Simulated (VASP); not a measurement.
# NaCl: single point with PBE

NaCl:

```
CELL_PARAMETERS angstrom
0.00000 2.92813 2.92813
2.92813 0.00000 2.92813
2.92813 2.92813 0.00000
ATOMIC_POSITIONS crystal
Na 0.00000 0.00000 0.00000
Cl 0.50000 0.50000 0.50000
```

This cell differs from its parent crystal: Li replaced by Na, lengths x 1.099, strained.

```
Program             : VASP 6.6.1
Task                : single point
Functional          : PBE
Potentials or basis : VASP PAW PBE potentials, release 64 (Na_pv, Cl)
Cutoff              : 500 eV
k mesh              : 6 × 6 × 6
Occupations         : gaussian, width 0.1 eV
Spin                : no spin polarisation
```

| Quantity | Value |
| --- | --- |
| Pressure | -1.7 GPa |
| Band gap on the k mesh | 4.70 eV |

Levels at points of the mesh, in eV from the valence-band top:
```
           k point  band 3  band 4  band 5  band 6  band 7  band 8  band 9  band 10  band 11  band 12
(0.00, 0.00, 0.00)  -21.06  -12.43    0.00    0.00    0.00    4.70   10.98    10.98    10.98    13.00
(0.50, 0.00, 0.00)  -21.06  -12.19   -1.61   -0.21   -0.21    7.06    9.73    10.68    10.68    14.25
(0.50, 0.50, 0.00)  -21.07  -12.15   -1.38   -0.49   -0.49    7.20    8.14    10.55    13.79    13.79
```

Wall time 8.4 s on 1 thread of Intel(R) Xeon(R) Platinum 8375C CPU @ 2.90GHz (Ice Lake), with other jobs on the host, peak memory 0.16 GiB.

Caveat: the cell differs from its parent crystal (Li replaced by Na, lengths x 1.099, strained).
